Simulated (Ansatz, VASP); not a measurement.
## MgO in VASP and in Ansatz

The input INCAR:

```
PREC = Accurate
ENCUT = 520
EDIFF = 1E-7
ISMEAR = -1
SIGMA = 0.05
LREAL = F
LASPH = T
NELM = 100
ALGO = Normal
ISIF = 2
LWAVE = F
LCHARG = T
GGA = CA
LELF = T
LVHAR = T
NBANDS = 16
```

File KPOINTS:

```
Automatic mesh
0
Gamma
  9 9 6
```

The input POSCAR:

```
MgO
1.0
    3.3296934990      0.0000000000      0.0000000000
   -1.6648467495      2.8835991569      0.0000000000
    0.0000000000      0.0000000000      5.0158818481
Mg O
2 2
Direct
    0.6666666667      0.3333333333      0.5021597400
    0.3333333333      0.6666666667      0.0021597400
    0.6666666667      0.3333333333      0.9024402600
    0.3333333333      0.6666666667      0.4024402600
```

input.yaml

```yaml
crystal:
  lattice:
    - [3.329693499, 0.0, 0.0]
    - [-1.6648467495, 2.8835991569, 0.0]
    - [0.0, 0.0, 5.0158818481]
  atoms:
    - { symbol: Mg, position: [0.6666666667, 0.3333333333, 0.50215974] }
    - { symbol: Mg, position: [0.3333333333, 0.6666666667, 0.00215974] }
    - { symbol: O, position: [0.6666666667, 0.3333333333, 0.90244026] }
    - { symbol: O, position: [0.3333333333, 0.6666666667, 0.40244026] }
kpoints:
  mp_grid: { grid: [9, 9, 6] }
scf:
  occupations: { method: fermi_dirac, width: 0.05 }
hamiltonian:
  xc: lda
  pseudopotentials: { kind: all_electron, lapw: { basis_error: 0.002 } }
output:
  forces: true
  stress: true
  eigenvalues: true
```

Change from the starting cell: volume scaled by 1.02.

Alike in both runs: task single point; functional LDA; k mesh 9 × 9 × 6; occupations fermi-dirac, width 0.05 eV; no spin polarisation.

|  | VASP | Ansatz |
| --- | --- | --- |
| version | VASP 6.6.1 | Ansatz 0.2.0 |
| potentials or method | VASP PAW LDA potentials, release 64 (Mg, O), cutoff 520 eV | all-electron LAPW, scalar-relativistic |

Ansatz gave:

```
gap on the k mesh at the Fermi level (eV)                     : 3.25
least direct gap on the mesh (eV)                             : 3.25
pressure (GPa)                                                : -6.2
traceless stress, the component that is largest in VASP (GPa) : 0.53
rms of the force components (eV/Å)                            : 0.032
```

Estimate VASP's values.

gap on the k mesh at the Fermi level (eV): 3.25; least direct gap on the mesh (eV): 3.25; pressure (GPa): -7.6; traceless stress, the component that is largest in VASP (GPa): 0.72; rms of the force components (eV/Å): 0.039.

LDA's correlation is that of Perdew and Zunger in VASP and of Perdew and Wang (1992) in Ansatz. Atom by atom the forces differ by 0.007 eV/Å (rms over components). Ansatz ran all-electron here, and VASP with PAW potentials.
